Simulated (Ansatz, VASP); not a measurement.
**Two plane-wave programs on HfO2**

The input INCAR:

```
SYSTEM = HfO2
PREC     = Accurate       ! precision mode
ENCUT    = 520            ! plane-wave cutoff, eV
EDIFF    = 1E-6           ! SCF threshold, eV
ISMEAR   = 0              ! smearing method
SIGMA    = 0.05           ! smearing width, eV
LREAL    = .FALSE.        ! projectors in reciprocal space
LASPH    = .TRUE.         ! aspherical terms in the spheres
NELM     = 60             ! most SCF steps
ALGO     = Normal         ! electronic algorithm
ISIF     = 2              ! what is computed and relaxed
LWAVE    = .FALSE.        ! write WAVECAR
LCHARG   = .FALSE.        ! write CHGCAR
GGA      = PS             ! functional
NBANDS   = 31             ! bands
```

KPOINTS

```
regular mesh
0
G
  6 6 8
  0 0 0
```

File POSCAR:

```
HfO2
1.0
    4.8708790108      0.0000000000      0.0000000000
    0.0000000000      4.8708790108      0.0000000000
    0.0000000000      0.0000000000      3.2368274151
Hf O
2 4
Direct
    0.0000000000      0.0000000000      0.0000000000
    0.5000000000      0.5000000000      0.5000000000
    0.1949828631      0.8050171369      0.4866051246
    0.3050171369      0.3050171369      0.0000000000
    0.6949828631      0.6949828631      0.0000000000
    0.8050171369      0.1949828631      0.5133948754
```

Input for Ansatz:

```yaml
crystal:
  lattice:
    - [4.8708790108, 0.0, 0.0]
    - [0.0, 4.8708790108, 0.0]
    - [0.0, 0.0, 3.2368274151]
  atoms:
    - { symbol: Hf, position: [0.0, 0.0, 0.0] }
    - { symbol: Hf, position: [0.5, 0.5, 0.5] }
    - { symbol: O, position: [0.1949828631, 0.8050171369, 0.4866051246] }
    - { symbol: O, position: [0.3050171369, 0.3050171369, 0.0] }
    - { symbol: O, position: [0.6949828631, 0.6949828631, 0.0] }
    - { symbol: O, position: [0.8050171369, 0.1949828631, 0.5133948754] }
basis:
  ecutwfc: 520.0
kpoints:
  mp_grid: { grid: [6, 6, 8] }
hamiltonian:
  xc: pbesol
  pseudopotentials: { kind: paw, azcp: { folder: soft_1 } }
scf:
  occupations: { method: gaussian, width: 0.05 }
output:
  forces: true
  stress: true
  eigenvalues: true
```

Change from the starting cell: mode 16 frozen in at -0.043 Å, equal normal strain along x, y and z +0.0083.

Alike in both runs: task single point; functional PBEsol; k mesh 6 × 6 × 8; occupations gaussian, width 0.05 eV; no spin polarisation.

|  | VASP | Ansatz |
| --- | --- | --- |
| version | VASP 6.6.1 | Ansatz 0.2.0 |
| potentials or method | VASP PAW PBE potentials, release 64 (Hf_pv, O), cutoff 520 eV | scalar-relativistic, plane waves, PAW |
| valence electrons in the cell | 44 | 76 |

Ansatz gave:

| Quantity | Value |
| --- | --- |
| gap on the k mesh at the Fermi level (eV) | 3.80 |
| least direct gap on the mesh (eV) | 3.80 |
| pressure (GPa) | -5.2 |
| traceless stress, the component that is largest in VASP (GPa) | -0.97 |
| rms of the force components (eV/Å) | 0.181 |

Task: What did VASP give for the same quantities?

Result: gap on the k mesh at the Fermi level (eV): 3.75; least direct gap on the mesh (eV): 3.75; pressure (GPa): -7.9; traceless stress, the component that is largest in VASP (GPa): -1.41; rms of the force components (eV/Å): 0.183.

VASP's potentials were made for PBE, not for PBEsol, and Ansatz warns of the same on its side. Atom by atom the forces differ by 0.022 eV/Å (rms over components). VASP's potentials hold 44 valence electrons a cell and Ansatz's 76, so a difference there can come from the potentials and not from the codes.

Spin-orbit coupling is off throughout.
